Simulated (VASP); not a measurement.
# Cd3C2 (P-3m1) in VASP: single point with r2SCAN

Aim: the single point of Cd3C2 with r2SCAN.

Program: VASP 6.6.1. These are calculated values, not measurements. Logs are shortened: lines on timing, memory, paths and dates and some standing lists are left out, and cuts for length are marked.

**1. The cell of the first run**

It takes space group P-3m1 (No. 164, trigonal). Conventional cell: a = 3.894 Å, b = 3.894 Å, c = 6.003 Å, α = 90.00°, β = 90.00°, γ = 120.00°. Cd (site symmetry -3m) has 6 C at 2.67 Å and 6 Cd at 3.03 Å within 3.5 Å. Within 3.1 Å of Cd (site symmetry 3m) lie 4 C at 2.33 to 2.54 Å and 6 Cd at 2.97 to 3.03 Å. Within 3.1 Å of C (site symmetry 3m) lie 7 Cd at 2.33 to 2.67 Å.

**2. Single point, r2SCAN**

Input file POSCAR:

```
Cd3C2
1.0
    3.8938566739      0.0000000000      0.0000000000
   -1.9469283369      3.3721787983      0.0000000000
    0.0000000000      0.0000000000      6.0034283303
Cd C
3 2
Direct
    0.0000000000      0.0000000000      0.0000000000
    0.3333333333      0.6666666667      0.6621458806
    0.6666666667      0.3333333333      0.3378541194
    0.3333333333      0.6666666667      0.2384653259
    0.6666666667      0.3333333333      0.7615346741
```

Input file INCAR.step1:

```
SYSTEM = Cd3C2
  PREC = Accurate
  ENCUT = 660
  ISMEAR = 0
  SIGMA = 0.1
  LREAL = .False.
  LASPH = .True.
  NELM = 120
  NBANDS = 42
  GGA = PE
  ALGO = Normal
  EDIFF = 1E-5
  LWAVE = .True.
  LCHARG = .False.
  GGA_COMPAT = .False.
```

Input file INCAR.step2:

```
SYSTEM = Cd3C2
  PREC = Accurate
  ENCUT = 660
  EDIFF = 1E-6
  ISMEAR = 0
  SIGMA = 0.1
  LREAL = .False.
  LASPH = .True.
  NELM = 120
  ALGO = Normal
  ISIF = 2
  LWAVE = .False.
  LCHARG = .False.
  METAGGA = R2SCAN
  LMIXTAU = .True.
  NBANDS = 42
  ISTART = 1
  GGA_COMPAT = .False.
```

Input file KPOINTS:

```
regular mesh
0
Gamma
  6 6 4
  0 0 0
```

Potentials or basis: VASP PAW PBE potentials, release 64 (Cd_sv_GW, C).

Launch:

```console
> cat potpaw_PBE.64/Cd_sv_GW/POTCAR potpaw_PBE.64/C/POTCAR > POTCAR
> cp INCAR.step1 INCAR
> mpirun -np 1 vasp_std > vasp.out
> cp INCAR.step2 INCAR
> mpirun -np 1 vasp_std > vasp.out
```

OUTCAR:

```text
SYSTEM = Cd3C2
   PREC = Accurate
   ENCUT = 660
   EDIFF = 1E-6
   ISMEAR = 0
   LREAL = .False.
   LASPH = .True.
   NELM = 120
   ISIF = 2
   METAGGA = R2SCAN
   ISTART = 1

 ion  position               nearest neighbor table
   1  0.000  0.000  0.000-
   2  0.333  0.667  0.662-   5 2.33   5 2.33   5 2.33
   3  0.667  0.333  0.338-   4 2.33   4 2.33   4 2.33
   4  0.333  0.667  0.238-   3 2.33   3 2.33   3 2.33
   5  0.667  0.333  0.762-   2 2.33   2 2.33   2 2.33

  LATTYP: Found a hexagonal cell.
 ALAT       =     3.8938566739
 C/A-ratio  =     1.5417692106

  Lattice vectors:

 A1 = (   3.8938566739,   0.0000000000,   0.0000000000)
 A2 = (  -1.9469283369,   3.3721787983,   0.0000000000)
 A3 = (   0.0000000000,   0.0000000000,   6.0034283303)

Analysis of symmetry for initial positions (statically):
=====================================================================
 Subroutine PRICEL returns:
 Original cell was already a primitive cell.

 Routine SETGRP: Setting up the symmetry group for a
 hexagonal supercell.

 Subroutine GETGRP returns: Found 12 space group operations
 (whereof 12 operations were pure point group operations)
 out of a pool of 24 trial point group operations.

The static configuration has the point symmetry D_3d.

Analysis of symmetry for dynamics (positions and initial velocities):
=====================================================================
 Subroutine PRICEL returns:
 Original cell was already a primitive cell.

 Routine SETGRP: Setting up the symmetry group for a
 hexagonal supercell.

 Subroutine GETGRP returns: Found 12 space group operations
 (whereof 12 operations were pure point group operations)
 out of a pool of 24 trial point group operations.

The dynamic configuration has the point symmetry D_3d.

 Subroutine INISYM returns: Found 12 space group operations
 (whereof 12 operations are pure point group operations),
 and found     1 'primitive' translations

----------------------------------------------------------------------------------------

                                     Primitive cell

  volume of cell :      78.8297

  direct lattice vectors                    reciprocal lattice vectors
     3.893856674  0.000000000  0.000000000     0.256814794  0.148272091  0.000000000
    -1.946928337  3.372178798  0.000000000     0.000000000  0.296544181  0.000000000
     0.000000000  0.000000000  6.003428330     0.000000000  0.000000000  0.166571490

  length of vectors
     3.893856674  3.893856674  6.003428330     0.296544181  0.296544181  0.166571490

  position of ions in fractional coordinates (direct lattice)
     0.000000000  0.000000000  0.000000000
     0.333333333  0.666666667  0.662145881
     0.666666667  0.333333333  0.337854119
     0.333333333  0.666666667  0.238465326
     0.666666667  0.333333333  0.761534674

  ion indices of the primitive-cell ions
   primitive index   ion index
                 1           1
                 2           2
                 3           3
                 4           4
                 5           5

----------------------------------------------------------------------------------------

 KPOINTS: regular mesh

Automatic generation of k-mesh.
 Grid dimensions read from file:
 generate k-points for:    6    6    4

 Generating k-lattice:

  Cartesian coordinates                     Fractional coordinates (reciprocal lattice)
     0.042802466  0.024712015  0.000000000     0.166666667  0.000000000  0.000000000
     0.000000000  0.049424030  0.000000000     0.000000000  0.166666667  0.000000000
     0.000000000  0.000000000  0.041642872     0.000000000  0.000000000  0.250000000

  Length of vectors
     0.049424030  0.049424030  0.041642872

  Shift w.r.t. Gamma in fractional coordinates (k-lattice)
     0.000000000  0.000000000  0.000000000

 Subroutine IBZKPT returns following result:
 ===========================================

 Found     24 irreducible k-points:

 Following reciprocal coordinates:
            Coordinates               Weight
  0.000000  0.000000  0.000000      1.000000
  0.166667  0.000000  0.000000      6.000000
  0.333333  0.000000  0.000000      6.000000
  0.500000  0.000000  0.000000      3.000000
  0.166667  0.166667  0.000000      6.000000
  0.333333  0.166667  0.000000     12.000000
[... 16 lines left out ...]
  0.333333  0.166667  0.500000     12.000000
  0.333333  0.333333  0.500000      2.000000
   k-points           NKPTS =     24   k-points in BZ     NKDIM =     24   number of bands    NBANDS=     42
   number of dos      NEDOS =    301   number of ions     NIONS =      5
   total plane-waves  NPLWV =  64800
   dimension x,y,z NGX =    36 NGY =   36 NGZ =   50
   dimension x,y,z NGXF=    72 NGYF=   72 NGZF=  100
   ions per type =               3   2
   NGX,Y,Z   is equivalent  to a cutoff of  15.37, 15.37, 13.85 a.u.
   NGXF,Y,Z  is equivalent  to a cutoff of  30.74, 30.74, 27.69 a.u.
 SYSTEM =  Cd3C2
   PREC   = accura    normal or accurate (medium, high low for compatibility)
   ISTART =      1    job   : 0-new  1-cont  2-samecut
   ICHARG =      0    charge: 1-file 2-atom 10-const
   ISPIN  =      1    spin polarized calculation?
   LNONCOLLINEAR =      F non collinear calculations
   LSORBIT =      F    spin-orbit coupling
   LASPH  =      T    aspherical Exc in radial PAW
   ENCUT  =  660.0 eV  48.51 Ry    6.96 a.u.   8.16  8.16 12.58*2*pi/ulx,y,z
   NELM   =    120;   NELMIN=  2; NELMDL=  0     # of ELM steps
   EDIFF  = 0.1E-05   stopping-criterion for ELM
   LREAL  =      F    real-space projection
   EDIFFG = 0.1E-04   stopping-criterion for IOM
   NSW    =      0    number of steps for IOM
   IBRION =     -1    ionic relax: 0-MD 1-quasi-New 2-CG
   NFREE  =      0    steps in history (QN), initial steepest desc. (CG)
   ISIF   =      2    stress and relaxation
   ISYM   =      2    0-nonsym 1-usesym 2-fastsym
   POTIM  = 0.5000    time-step for ionic-motion
   TEBEG  =    0.0;   TEEND  =   0.0 temperature during run
   PSTRESS=    0.0 pullay stress
   NELECT =      68.0000    total number of electrons
   NUPDOWN=      -1.0000    fix difference up-down
   EMIN   =  10.00;   EMAX   =-10.00  energy-range for DOS
   EFERMI =   0.00;   METHOD = LEGACY
   ISMEAR =     0;   SIGMA  =   0.10  broadening in eV -4-tet -1-fermi 0-gaus
   EFERMI_NEDOS =   21; number of points for ismear=-14 and -15
   IALGO  =     38    algorithm
   IMIX   =      4    mixing-type and parameters
     AMIX     =   0.40;   BMIX     =  1.00
     AMIX_MAG =   1.60;   BMIX_MAG =  1.00
  volume/ion in A,a.u.               =      15.77       106.39
  Fermi-wavevector in a.u.,A,eV,Ry     =   1.558408  2.944964 33.043593  2.428636
  Thomas-Fermi vector in A             =   2.661917
   LORBIT       =      0    0 simple, 1 ext, 2 COOP (PROOUT), +10 PAW based schemes
   METAGGA = R2SCAN    functional components
   LHFCALC =     F    Hartree Fock is set to
   AEXX    =    0.0000 exact exchange contribution
   IVDW    =     0    specifies the selected vdW correction
   LEPSILON=     F    determine dielectric tensor
   LRPA    =     F    only Hartree local field effects (RPA)
 non-spin polarized calculation
 Gauss-broadening in eV      SIGMA  =   0.10
  energy-cutoff  :      660.00
  volume of cell :       78.83
 maximum number of plane-waves:      3062
 NGX is ok and might be reduce to    36
   NGX = 17   NGY = 17   NGZ = 25

 number of electron      68.0000003 magnetization

 Free energy of the ion-electron system (eV)
  ---------------------------------------------------
  ext. energy  EPLUGINS =         0.00000000
  ---------------------------------------------------
  free energy    TOTEN  =       -73.10620368 eV

  energy without entropy =      -73.09146911  energy(sigma->0) =      -73.09883639

 E-fermi :   5.7194     XC(G=0): -12.1743

 val. band max:        5.7152841603   @ k =   0.1667   0.1667   0.5000
 cond. band min:       5.7673216886   @ k =   0.3333   0.0000   0.0000
 fundamental gap:      0.0520375283
 Fermi energy:         5.7193821841

 k-point     1 :       0.0000    0.0000    0.0000
  band No.  band energies     occupation
      1     -99.5390      2.00000
      2     -99.4422      2.00000
      3     -99.4388      2.00000
      4     -59.7111      2.00000
      5     -59.6856      2.00000
      6     -59.6856      2.00000
[... 34 lines left out ...]
     41      14.6635      0.00000
     42      14.6635      0.00000

 k-point     2 :       0.1667    0.0000    0.0000
  band No.  band energies     occupation
      1     -99.5389      2.00000
      2     -99.4420      2.00000
      3     -99.4390      2.00000
      4     -59.7110      2.00000
      5     -59.6864      2.00000
      6     -59.6858      2.00000
[... 34 lines left out ...]
     41      13.5173      0.00000
     42      14.6994      0.00000

 k-point     3 :       0.3333    0.0000    0.0000
  band No.  band energies     occupation
      1     -99.5389      2.00000
      2     -99.4414      2.00000
      3     -99.4395      2.00000
      4     -59.7108      2.00000
      5     -59.6877      2.00000
      6     -59.6861      2.00000
[... 34 lines left out ...]
     41      13.6310      0.00000
     42      14.0691      0.00000

 k-point     4 :       0.5000    0.0000    0.0000
  band No.  band energies     occupation
      1     -99.5389      2.00000
      2     -99.4410      2.00000
      3     -99.4399      2.00000
      4     -59.7106      2.00000
      5     -59.6882      2.00000
      6     -59.6862      2.00000
[... 844 lines left out ...]
     41      13.1250      0.00000
     42      13.9077      0.00000

 k-point    23 :       0.3333    0.1667    0.5000
  band No.  band energies     occupation
      1     -99.5389      2.00000
      2     -99.4410      2.00000
      3     -99.4399      2.00000
      4     -59.7105      2.00000
      5     -59.6880      2.00000
      6     -59.6866      2.00000
[... 34 lines left out ...]
     41      12.7613      0.00000
     42      14.2913      0.00000

 k-point    24 :       0.3333    0.3333    0.5000
  band No.  band energies     occupation
      1     -99.5389      2.00000
      2     -99.4405      2.00000
      3     -99.4405      2.00000
      4     -59.7105      2.00000
      5     -59.6876      2.00000
      6     -59.6876      2.00000
[... 34 lines left out ...]
     41      12.7890      0.00000
     42      14.6490      0.00000

------------------------ aborting loop because EDIFF is reached ----------------------------------------

  FORCE on cell =-STRESS in cart. coord.  units (eV):
  Direction    XX          YY          ZZ          XY          YZ          ZX
  --------------------------------------------------------------------------------------
  -------------------------------------------------------------------------------------
  Total       -0.1667653     -0.1667653     -0.0092295     -0.0000000     -0.0000000      0.0000000
  in kB       -3.3894281     -3.3894281     -0.1875851     -0.0000000     -0.0000000      0.0000000
  external PRESSURE =      -2.3221471 kB  Pullay stress =       0.0000000 kB

 VOLUME and BASIS-vectors are now :
 -----------------------------------------------------------------------------
  energy-cutoff  :      660.00
  volume of cell :       78.83
      direct lattice vectors                 reciprocal lattice vectors
     3.893856674  0.000000000  0.000000000     0.256814794  0.148272091  0.000000000
    -1.946928337  3.372178798  0.000000000     0.000000000  0.296544181  0.000000000
     0.000000000  0.000000000  6.003428330     0.000000000  0.000000000  0.166571490

 POSITION                                       TOTAL-FORCE (eV/Angst)
 -----------------------------------------------------------------------------------
      0.00000      0.00000      0.00000        -0.000000      0.000000      0.000000
     -0.00000      2.24812      3.97515        -0.000000      0.000000      0.031082
      1.94693      1.12406      2.02828         0.000000     -0.000000     -0.031082
     -0.00000      2.24812      1.43161        -0.000000     -0.000000      0.013426
      1.94693      1.12406      4.57182        -0.000000      0.000000     -0.013426
 -----------------------------------------------------------------------------------
    total drift:                               -0.000000      0.000000     -0.000000

  FREE ENERGIE OF THE ION-ELECTRON SYSTEM (eV)
  ---------------------------------------------------
  free  energy   TOTEN  =       -73.1062036787 eV

  energy  without entropy=      -73.0914691052  energy(sigma->0) =      -73.09883639
```

Wall time 12 min (1 thread of Intel Xeon Platinum 8259CL at 2.50GHz (Skylake/Cascade Lake), shared host); peak memory 0.32 GiB.

Results:

```
Free energy            : -73.1062 eV
Pressure               : -0.2 GPa
Largest force          : 0.031 eV/Å
Band gap on the k mesh : zero (bands 34 and 35 overlap by 2.38 eV)
```

Forces on the atoms (eV/Å):
```
Cd   0.000  0.000  0.000
Cd   0.000  0.000  0.031
Cd   0.000  0.000 -0.031
C    0.000  0.000  0.013
C    0.000  0.000 -0.013
```

Stress tensor (GPa, compression positive):
```
-0.34  0.00  0.00
 0.00 -0.34  0.00
 0.00  0.00 -0.02
```

Caveat: the PAW data sets were made with another functional, which shifts forces and pressure a little.

The gap in the log of VASP goes by the Fermi energy; the results here count the filled bands.